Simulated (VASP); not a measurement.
Input of a VASP 6.6.1 run:

INCAR

```
ALGO = Normal
EDIFF = 1E-6
EDIFFG = -0.03
ENCUT = 600
GGA = PS
IBRION = 2
ISIF = 8
ISMEAR = 1
LASPH = T
LCHARG = F
LREAL = F
LWAVE = F
NELM = 100
NSW = 80
PREC = Accurate
SIGMA = 0.05
```

Contents of KPOINTS:

```
k-points
0
Gamma
  19 19 19
```

The input POSCAR:

```
Pd
1.0
    0.0000000000      1.9465000000      1.9465000000
    1.9465000000      0.0000000000      1.9465000000
    1.9465000000      1.9465000000      0.0000000000
Pd
1
Direct
    0.0000000000      0.0000000000      0.0000000000
```

Potentials or basis: VASP PAW PBE potentials, release 64 (Pd).

The run is started by

```bash
$ cat potpaw_PBE.64/Pd/POTCAR > POTCAR
$ mpirun -np 1 vasp_std > vasp.out
```

Q: What does it give for the relaxed cell?

A: a = 2.739 Å, b = 2.739 Å, c = 2.739 Å, α = 60.00°, β = 60.00°, γ = 60.00°.

Q: Estimate the space group after relaxing (to 0.05 Å).

A: Fm-3m (No. 225).

Q: Predict the band gap on the k mesh.

A: Zero (band 5 reaches 10.17 eV, above the bottom of band 6 at 8.56 eV).

Final structure:
```cif
data_structure
_symmetry_space_group_name_H-M 'P 1'
_symmetry_Int_Tables_number 1
_cell_length_a 2.7388
_cell_length_b 2.7388
_cell_length_c 2.7388
_cell_angle_alpha 60.000
_cell_angle_beta 60.000
_cell_angle_gamma 60.000
_cell_volume 14.53
loop_
_atom_site_label
_atom_site_type_symbol
_atom_site_fract_x
_atom_site_fract_y
_atom_site_fract_z
_atom_site_occupancy
Pd1 Pd 0.00000 0.00000 0.00000 1
```
